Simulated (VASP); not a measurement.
# RbBr (Fm-3m) in VASP: further runs, part 3 of 3

VASP 6.6.1. Earlier steps stand in the parts before.

## 5. Single point, r2SCAN

This run uses another cell than the first one, of 42.32 Å³/atom, 1.020 times its volume.

Contents of POSCAR:

```
RbBr
1.0
    0.0000000000      3.4848289800      3.4848289800
    3.4848289800      0.0000000000      3.4848289800
    3.4848289800      3.4848289800      0.0000000000
Rb Br
1 1
Direct
    0.0000000000      0.0000000000      0.0000000000
    0.5000000000      0.5000000000      0.5000000000
```

Contents of INCAR.step1:

```
SYSTEM = RbBr
PREC = Accurate ; ENCUT = 520
ISMEAR = -1 ; SIGMA = 0.02
LREAL = .False. ; LASPH = .True.
NELM = 80 ; NBANDS = 15
GGA = PE ; ALGO = Normal
EDIFF = 1E-4 ; LWAVE = .True.
LCHARG = .False.
```

Contents of INCAR.step2:

```
SYSTEM = RbBr
PREC = Accurate ; ENCUT = 520
EDIFF = 1E-7 ; ISMEAR = -1
SIGMA = 0.02 ; LREAL = .False.
LASPH = .True. ; NELM = 80
ALGO = Normal ; ISIF = 2
LWAVE = .False. ; LCHARG = .True.
METAGGA = R2SCAN ; LMIXTAU = .True.
LELF = .True. ; LVHAR = .True.
NBANDS = 15 ; ISTART = 1
```

Contents of KPOINTS:

```
Automatic mesh
0
Gamma
  8 8 8
  0 0 0
```

Potentials or basis: VASP PAW PBE potentials, release 64 (Rb_sv, Br).

The run is started by

```
$ cat potpaw_PBE.64/Rb_sv/POTCAR potpaw_PBE.64/Br/POTCAR > POTCAR
$ cp INCAR.step1 INCAR
$ mpirun -np 1 vasp_std > vasp.out
$ cp INCAR.step2 INCAR
$ mpirun -np 1 vasp_std > vasp.out
```

OUTCAR:

```text
SYSTEM = RbBr
   PREC = Accurate
   ENCUT = 520
   EDIFF = 1E-7
   ISMEAR = -1
   LREAL = .False.
   LASPH = .True.
   NELM = 80
   ISIF = 2
   METAGGA = R2SCAN
   ISTART = 1

 ion  position               nearest neighbor table
   1  0.000  0.000  0.000-   2 3.48   2 3.48   2 3.48   2 3.48   2 3.48   2 3.48
   2  0.500  0.500  0.500-   1 3.48   1 3.48   1 3.48   1 3.48   1 3.48   1 3.48

  LATTYP: Found a face centered cubic cell.
 ALAT       =     6.9696579600

  Lattice vectors:

 A1 = (   0.0000000000,   3.4848289800,   3.4848289800)
 A2 = (   3.4848289800,   0.0000000000,   3.4848289800)
 A3 = (   3.4848289800,   3.4848289800,   0.0000000000)

Analysis of symmetry for initial positions (statically):
=====================================================================
 Subroutine PRICEL returns:
 Original cell was already a primitive cell.

 Routine SETGRP: Setting up the symmetry group for a
 face centered cubic supercell.

 Subroutine GETGRP returns: Found 48 space group operations
 (whereof 48 operations were pure point group operations)
 out of a pool of 48 trial point group operations.

The static configuration has the point symmetry O_h .

Analysis of symmetry for dynamics (positions and initial velocities):
=====================================================================
 Subroutine PRICEL returns:
 Original cell was already a primitive cell.

 Routine SETGRP: Setting up the symmetry group for a
 face centered cubic supercell.

 Subroutine GETGRP returns: Found 48 space group operations
 (whereof 48 operations were pure point group operations)
 out of a pool of 48 trial point group operations.

The dynamic configuration has the point symmetry O_h .

 Subroutine INISYM returns: Found 48 space group operations
 (whereof 48 operations are pure point group operations),
 and found     1 'primitive' translations

----------------------------------------------------------------------------------------

                                     Primitive cell

  volume of cell :      84.6398

  direct lattice vectors                    reciprocal lattice vectors
     0.000000000  3.484828980  3.484828980    -0.143479064  0.143479064  0.143479064
     3.484828980  0.000000000  3.484828980     0.143479064 -0.143479064  0.143479064
     3.484828980  3.484828980  0.000000000     0.143479064  0.143479064 -0.143479064

  length of vectors
     4.928292406  4.928292406  4.928292406     0.248513029  0.248513029  0.248513029

  position of ions in fractional coordinates (direct lattice)
     0.000000000  0.000000000  0.000000000
     0.500000000  0.500000000  0.500000000

  ion indices of the primitive-cell ions
   primitive index   ion index
                 1           1
                 2           2

----------------------------------------------------------------------------------------

 KPOINTS: Automatic mesh

Automatic generation of k-mesh.
 Grid dimensions read from file:
[... 25 lines left out ...]
  0.375000  0.000000  0.000000      8.000000
  0.500000  0.000000  0.000000      4.000000
  0.125000  0.125000  0.000000      6.000000
[... 16 lines left out ...]
  0.500000  0.250000  0.125000     48.000000
 -0.375000  0.250000  0.125000     24.000000
 [... further k-points ...]
   k-points           NKPTS =     29   k-points in BZ     NKDIM =     29   number of bands    NBANDS=     15
   number of dos      NEDOS =    301   number of ions     NIONS =      2
   total plane-waves  NPLWV =  64000
   dimension x,y,z NGX =    40 NGY =   40 NGZ =   40
   dimension x,y,z NGXF=    80 NGYF=   80 NGZF=   80
   ions per type =               1   1
   NGX,Y,Z   is equivalent  to a cutoff of  13.49, 13.49, 13.49 a.u.
   NGXF,Y,Z  is equivalent  to a cutoff of  26.99, 26.99, 26.99 a.u.
 SYSTEM =  RbBr
   PREC   = accura    normal or accurate (medium, high low for compatibility)
   ISTART =      1    job   : 0-new  1-cont  2-samecut
   ICHARG =      0    charge: 1-file 2-atom 10-const
   ISPIN  =      1    spin polarized calculation?
   LNONCOLLINEAR =      F non collinear calculations
   LSORBIT =      F    spin-orbit coupling
   LASPH  =      T    aspherical Exc in radial PAW
   ENCUT  =  520.0 eV  38.22 Ry    6.18 a.u.   9.16  9.16  9.16*2*pi/ulx,y,z
   NELM   =     80;   NELMIN=  2; NELMDL=  0     # of ELM steps
   EDIFF  = 0.1E-06   stopping-criterion for ELM
   LREAL  =      F    real-space projection
   EDIFFG = 0.1E-05   stopping-criterion for IOM
   NSW    =      0    number of steps for IOM
   IBRION =     -1    ionic relax: 0-MD 1-quasi-New 2-CG
   NFREE  =      0    steps in history (QN), initial steepest desc. (CG)
   ISIF   =      2    stress and relaxation
   ISYM   =      2    0-nonsym 1-usesym 2-fastsym
   POTIM  = 0.5000    time-step for ionic-motion
   TEBEG  =    0.0;   TEEND  =   0.0 temperature during run
   PSTRESS=    0.0 pullay stress
   NELECT =      16.0000    total number of electrons
   NUPDOWN=      -1.0000    fix difference up-down
   EMIN   =  10.00;   EMAX   =-10.00  energy-range for DOS
   EFERMI =   0.00;   METHOD = LEGACY
   ISMEAR =    -1;   SIGMA  =   0.02  broadening in eV -4-tet -1-fermi 0-gaus
   EFERMI_NEDOS =   21; number of points for ismear=-14 and -15
   IALGO  =     38    algorithm
   IMIX   =      4    mixing-type and parameters
     AMIX     =   0.40;   BMIX     =  1.00
     AMIX_MAG =   1.60;   BMIX_MAG =  1.00
  volume/ion in A,a.u.               =      42.32       285.59
  Fermi-wavevector in a.u.,A,eV,Ry     =   0.939557  1.775506 12.010791  0.882768
  Thomas-Fermi vector in A             =   2.066881
   LORBIT       =      0    0 simple, 1 ext, 2 COOP (PROOUT), +10 PAW based schemes
   METAGGA = R2SCAN    functional components
   LHFCALC =     F    Hartree Fock is set to
   AEXX    =    0.0000 exact exchange contribution
   IVDW    =     0    specifies the selected vdW correction
   LEPSILON=     F    determine dielectric tensor
   LRPA    =     F    only Hartree local field effects (RPA)
 non-spin polarized calculation
  energy-cutoff  :      520.00
  volume of cell :       84.64
 maximum number of plane-waves:      2292
 NGX is ok and might be reduce to    40
   NGX = 19   NGY = 19   NGZ = 19

 number of electron      15.9999998 magnetization

 Free energy of the ion-electron system (eV)
  ---------------------------------------------------
  ext. energy  EPLUGINS =         0.00000000
  ---------------------------------------------------
  free energy    TOTEN  =       -31.15460338 eV

  energy without entropy =      -31.15460338  energy(sigma->0) =      -31.15460338

 E-fermi :  -1.8648     XC(G=0):  -7.4169

 val. band max:       -2.3395847354   @ k =   0.0000   0.0000   0.0000
 cond. band min:       2.5009502714   @ k =   0.0000   0.0000   0.0000
 fundamental gap:      4.8405350068
 Fermi energy:        -1.8647844594

 k-point     1 :       0.0000    0.0000    0.0000
  band No.  band energies     occupation
      1     -27.6041      2.00000
      2     -14.9041      2.00000
      3     -11.1294      2.00000
      4     -11.1294      2.00000
      5     -11.1293      2.00000
      6      -2.3396      2.00000
      7      -2.3396      2.00000
      8      -2.3396      2.00000
      9       2.5010      0.00000
     10       5.5286      0.00000
     11       5.5286      0.00000
     12       5.5286      0.00000
     13       6.5618      0.00000
     14       6.5618      0.00000
[... 401 lines left out ...]
      2     -14.9069      2.00000
      3     -11.1844      2.00000
      4     -11.1726      2.00000
      5     -11.1128      2.00000
      6      -3.0316      2.00000
      7      -2.6623      2.00000
      8      -2.6327      2.00000
      9       5.0261      0.00000
     10       5.4858      0.00000
     11       7.1553      0.00000
     12       7.2353      0.00000
     13       8.1396      0.00000
     14       8.9595      0.00000
     15       9.2167      0.00000

 [... further k-points ...]

------------------------ aborting loop because EDIFF is reached ----------------------------------------

  FORCE on cell =-STRESS in cart. coord.  units (eV):
  Direction    XX          YY          ZZ          XY          YZ          ZX
  --------------------------------------------------------------------------------------
  -------------------------------------------------------------------------------------
  Total       -0.1243928     -0.1243928     -0.1243928      0.0000000      0.0000000      0.0000000
  in kB       -2.3546773     -2.3546773     -2.3546773      0.0000000      0.0000000      0.0000000
  external PRESSURE =      -2.3546773 kB  Pullay stress =       0.0000000 kB

 VOLUME and BASIS-vectors are now :
 -----------------------------------------------------------------------------
  energy-cutoff  :      520.00
  volume of cell :       84.64
      direct lattice vectors                 reciprocal lattice vectors
     0.000000000  3.484828980  3.484828980    -0.143479064  0.143479064  0.143479064
     3.484828980  0.000000000  3.484828980     0.143479064 -0.143479064  0.143479064
     3.484828980  3.484828980  0.000000000     0.143479064  0.143479064 -0.143479064

 POSITION                                       TOTAL-FORCE (eV/Angst)
 -----------------------------------------------------------------------------------
      0.00000      0.00000      0.00000        -0.000000     -0.000000     -0.000000
      3.48483      3.48483      3.48483         0.000000      0.000000      0.000000
 -----------------------------------------------------------------------------------
    total drift:                                0.000000     -0.000000      0.000000

  FREE ENERGIE OF THE ION-ELECTRON SYSTEM (eV)
  ---------------------------------------------------
  free  energy   TOTEN  =       -31.1546033844 eV

  energy  without entropy=      -31.1546033844  energy(sigma->0) =      -31.15460338
```

Wall time 3.5 min (1 thread of Intel Xeon 6975P-C, shared host); peak memory 0.27 GiB.

What came out:

```yaml
Free_energy: -31.1546 eV
Pressure: -0.2 GPa
Band_gap_on_the_k_mesh: 4.84 eV, direct
```

Caveat: the PAW data sets were made with another functional, which shifts forces and pressure a little. r2SCAN opens gaps a little over a GGA but as a rule still falls short of measured ones.
